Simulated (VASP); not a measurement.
# NbC4 (Im-3m) in VASP: a series of runs, part 3 of 4

VASP 6.6.1. Earlier steps stand in the parts before.

### Step 4. Single point, PBE

This run uses another cell than the first one, of 11.99 Å³/atom, 1.003 times its volume.

Input file INCAR:

```
PREC     = Accurate       # precision mode
ENCUT    = 520            # plane-wave cutoff, eV
EDIFF    = 1E-7           # SCF threshold, eV
ISMEAR   = 0              # smearing method
SIGMA    = 0.1            # smearing width, eV
LREAL    = F              # projectors in reciprocal space
LASPH    = T              # aspherical terms in the spheres
NELM     = 60             # most SCF steps
ALGO     = Normal         # electronic algorithm
ISIF     = 2              # what is computed and relaxed
LWAVE    = F              # write WAVECAR
LCHARG   = F              # write CHGCAR
GGA      = PE             # functional
NBANDS   = 22             # bands
```

Input file KPOINTS:

```
regular mesh
0
Gamma
  10 10 10
```

Input file POSCAR:

```
NbC4
1.0
   -2.4652950688      2.4652950688      2.4652950688
    2.4652950688     -2.4652950688      2.4652950688
    2.4652950688      2.4652950688     -2.4652950688
Nb C
1 4
Direct
    0.0000000000      0.0000000000      0.0000000000
    0.5000000000      0.5000000000      0.5000000000
    0.0000000000      0.0000000000      0.5000000000
    0.0000000000      0.5000000000      0.0000000000
    0.5000000000      0.0000000000      0.0000000000
```

Potentials or basis: VASP PAW PBE potentials, release 64 (Nb_sv, C).

Launch:

```console
cat potpaw_PBE.64/Nb_sv/POTCAR potpaw_PBE.64/C/POTCAR > POTCAR
mpirun -np 1 vasp_std > vasp.out
```

OUTCAR:

```text
PREC = Accurate
   ENCUT = 520
   EDIFF = 1E-7
   ISMEAR = 0
   LREAL = F
   LASPH = T
   NELM = 60
   ISIF = 2
   GGA = PE

 ion  position               nearest neighbor table
   1  0.000  0.000  0.000-   2 2.14   3 2.14   4 2.14   5 2.14   3 2.14   4 2.14   5 2.14   2 2.14

   2  0.500  0.500  0.500-   1 2.14   1 2.14
   3  0.000  0.000  0.500-   1 2.14   1 2.14
   4  0.000  0.500  0.000-   1 2.14   1 2.14
   5  0.500  0.000  0.000-   1 2.14   1 2.14

  LATTYP: Found a body centered cubic cell.
 ALAT       =     4.9305901376

  Lattice vectors:

 A1 = (  -2.4652950688,   2.4652950688,   2.4652950688)
 A2 = (   2.4652950688,  -2.4652950688,   2.4652950688)
 A3 = (   2.4652950688,   2.4652950688,  -2.4652950688)

Analysis of symmetry for initial positions (statically):
=====================================================================
 Subroutine PRICEL returns:
 Original cell was already a primitive cell.

 Routine SETGRP: Setting up the symmetry group for a
 body centered cubic supercell.

 Subroutine GETGRP returns: Found 48 space group operations
 (whereof 48 operations were pure point group operations)
 out of a pool of 48 trial point group operations.

The static configuration has the point symmetry O_h .

Analysis of symmetry for dynamics (positions and initial velocities):
=====================================================================
 Subroutine PRICEL returns:
 Original cell was already a primitive cell.

 Routine SETGRP: Setting up the symmetry group for a
 body centered cubic supercell.

 Subroutine GETGRP returns: Found 48 space group operations
 (whereof 48 operations were pure point group operations)
 out of a pool of 48 trial point group operations.

The dynamic configuration has the point symmetry O_h .

 Subroutine INISYM returns: Found 48 space group operations
 (whereof 48 operations are pure point group operations),
 and found     1 'primitive' translations

----------------------------------------------------------------------------------------

                                     Primitive cell

  volume of cell :      59.9331

  direct lattice vectors                    reciprocal lattice vectors
    -2.465295069  2.465295069  2.465295069     0.000000000  0.202815479  0.202815479
     2.465295069 -2.465295069  2.465295069     0.202815479  0.000000000  0.202815479
     2.465295069  2.465295069 -2.465295069     0.202815479  0.202815479  0.000000000

  length of vectors
     4.270016315  4.270016315  4.270016315     0.286824401  0.286824401  0.286824401

  position of ions in fractional coordinates (direct lattice)
     0.000000000  0.000000000  0.000000000
     0.500000000  0.500000000  0.500000000
     0.000000000  0.000000000  0.500000000
     0.000000000  0.500000000  0.000000000
     0.500000000  0.000000000  0.000000000

  ion indices of the primitive-cell ions
   primitive index   ion index
                 1           1
[... 21 lines left out ...]
     0.028682440  0.028682440  0.028682440

  Shift w.r.t. Gamma in fractional coordinates (k-lattice)
     0.000000000  0.000000000  0.000000000

 Subroutine IBZKPT returns following result:
 ===========================================

 Found     47 irreducible k-points:

 Following reciprocal coordinates:
            Coordinates               Weight
  0.000000  0.000000  0.000000      1.000000
  0.100000  0.000000  0.000000     12.000000
  0.200000  0.000000  0.000000     12.000000
  0.300000  0.000000  0.000000     12.000000
  0.400000  0.000000  0.000000     12.000000
  0.500000  0.000000  0.000000      6.000000
[... 16 lines left out ...]
  0.300000  0.300000  0.100000      8.000000
 -0.300000  0.300000  0.100000     24.000000
 [... further k-points ...]
   k-points           NKPTS =     47   k-points in BZ     NKDIM =     47   number of bands    NBANDS=     22
   number of dos      NEDOS =    301   number of ions     NIONS =      5
   total plane-waves  NPLWV =  32768
   dimension x,y,z NGX =    32 NGY =   32 NGZ =   32
   dimension x,y,z NGXF=    64 NGYF=   64 NGZF=   64
   ions per type =               1   4
   NGX,Y,Z   is equivalent  to a cutoff of  12.46, 12.46, 12.46 a.u.
   NGXF,Y,Z  is equivalent  to a cutoff of  24.92, 24.92, 24.92 a.u.
 SYSTEM =  unknown system
   PREC   = accura    normal or accurate (medium, high low for compatibility)
   ISTART =      0    job   : 0-new  1-cont  2-samecut
   ICHARG =      2    charge: 1-file 2-atom 10-const
   ISPIN  =      1    spin polarized calculation?
   LNONCOLLINEAR =      F non collinear calculations
   LSORBIT =      F    spin-orbit coupling
   LASPH  =      T    aspherical Exc in radial PAW
   ENCUT  =  520.0 eV  38.22 Ry    6.18 a.u.   7.94  7.94  7.94*2*pi/ulx,y,z
   NELM   =     60;   NELMIN=  2; NELMDL= -5     # of ELM steps
   EDIFF  = 0.1E-06   stopping-criterion for ELM
   LREAL  =      F    real-space projection
   EDIFFG = 0.1E-05   stopping-criterion for IOM
   NSW    =      0    number of steps for IOM
   IBRION =     -1    ionic relax: 0-MD 1-quasi-New 2-CG
   NFREE  =      0    steps in history (QN), initial steepest desc. (CG)
   ISIF   =      2    stress and relaxation
   ISYM   =      2    0-nonsym 1-usesym 2-fastsym
   POTIM  = 0.5000    time-step for ionic-motion
   TEBEG  =    0.0;   TEEND  =   0.0 temperature during run
   PSTRESS=    0.0 pullay stress
   NELECT =      29.0000    total number of electrons
   NUPDOWN=      -1.0000    fix difference up-down
   EMIN   =  10.00;   EMAX   =-10.00  energy-range for DOS
   EFERMI =   0.00;   METHOD = LEGACY
   ISMEAR =     0;   SIGMA  =   0.10  broadening in eV -4-tet -1-fermi 0-gaus
   EFERMI_NEDOS =   21; number of points for ismear=-14 and -15
   IALGO  =     38    algorithm
   IMIX   =      4    mixing-type and parameters
     AMIX     =   0.40;   BMIX     =  1.00
     AMIX_MAG =   1.60;   BMIX_MAG =  1.00
  volume/ion in A,a.u.               =      11.99        80.89
  Fermi-wavevector in a.u.,A,eV,Ry     =   1.285243  2.428757 22.474779  1.651850
  Thomas-Fermi vector in A             =   2.417389
   LORBIT       =      0    0 simple, 1 ext, 2 COOP (PROOUT), +10 PAW based schemes
   GGA     = PE    functional components
   LHFCALC =     F    Hartree Fock is set to
   AEXX    =    0.0000 exact exchange contribution
   IVDW    =     0    specifies the selected vdW correction
   LEPSILON=     F    determine dielectric tensor
   LRPA    =     F    only Hartree local field effects (RPA)
 non-spin polarized calculation
 Gauss-broadening in eV      SIGMA  =   0.10
  energy-cutoff  :      520.00
  volume of cell :       59.93
 maximum number of plane-waves:      1638
   NGX = 15   NGY = 15   NGZ = 15

 number of electron      28.9999998 magnetization

 Free energy of the ion-electron system (eV)
  ---------------------------------------------------
  ext. energy  EPLUGINS =         0.00000000
  ---------------------------------------------------
  free energy    TOTEN  =       -34.20298528 eV

  energy without entropy =      -34.18601602  energy(sigma->0) =      -34.19450065

 E-fermi :   5.4248     XC(G=0): -10.9742

 val. band max:        5.4133291281   @ k =   0.3000   0.3000   0.1000
 cond. band min:       5.4356571060   @ k =   0.3000   0.3000   0.0000
 fundamental gap:      0.0223279780
 Fermi energy:         5.4248016491

 k-point     1 :       0.0000    0.0000    0.0000
  band No.  band energies     occupation
      1     -49.0791      2.00000
      2     -25.3338      2.00000
      3     -25.3338      2.00000
      4     -25.3338      2.00000
      5      -7.7210      2.00000
      6      -3.4731      2.00000
[... 589 lines left out ...]
     21       8.9265      0.00000
     22       9.7976      0.00000

 [... further k-points ...]

------------------------ aborting loop because EDIFF is reached ----------------------------------------

  FORCE on cell =-STRESS in cart. coord.  units (eV):
  Direction    XX          YY          ZZ          XY          YZ          ZX
  --------------------------------------------------------------------------------------
  -------------------------------------------------------------------------------------
  Total       -0.1274450     -0.1274450     -0.1274450      0.0000000      0.0000000      0.0000000
  in kB       -3.4069567     -3.4069567     -3.4069567      0.0000000      0.0000000      0.0000000
  external PRESSURE =      -3.4069567 kB  Pullay stress =       0.0000000 kB

 VOLUME and BASIS-vectors are now :
 -----------------------------------------------------------------------------
  energy-cutoff  :      520.00
  volume of cell :       59.93
      direct lattice vectors                 reciprocal lattice vectors
    -2.465295069  2.465295069  2.465295069     0.000000000  0.202815479  0.202815479
     2.465295069 -2.465295069  2.465295069     0.202815479  0.000000000  0.202815479
     2.465295069  2.465295069 -2.465295069     0.202815479  0.202815479  0.000000000

 POSITION                                       TOTAL-FORCE (eV/Angst)
 -----------------------------------------------------------------------------------
      0.00000      0.00000      0.00000        -0.000000     -0.000000     -0.000000
      1.23265      1.23265      1.23265         0.000000      0.000000     -0.000000
      1.23265      1.23265     -1.23265        -0.000000     -0.000000     -0.000000
      1.23265     -1.23265      1.23265         0.000000      0.000000      0.000000
     -1.23265      1.23265      1.23265        -0.000000      0.000000      0.000000
 -----------------------------------------------------------------------------------
    total drift:                               -0.000000     -0.000000      0.000000

  FREE ENERGIE OF THE ION-ELECTRON SYSTEM (eV)
  ---------------------------------------------------
  free  energy   TOTEN  =       -34.2029852759 eV

  energy  without entropy=      -34.1860160157  energy(sigma->0) =      -34.19450065
```

It took 45 s on 1 thread of Intel Xeon Platinum 8124M at 3.00GHz (Skylake/Cascade Lake), shared host; peak memory 0.21 GiB.

What came out:

* Free energy: -34.2030 eV
* Pressure: -0.3 GPa

(Part 3 of 4 ends here.)
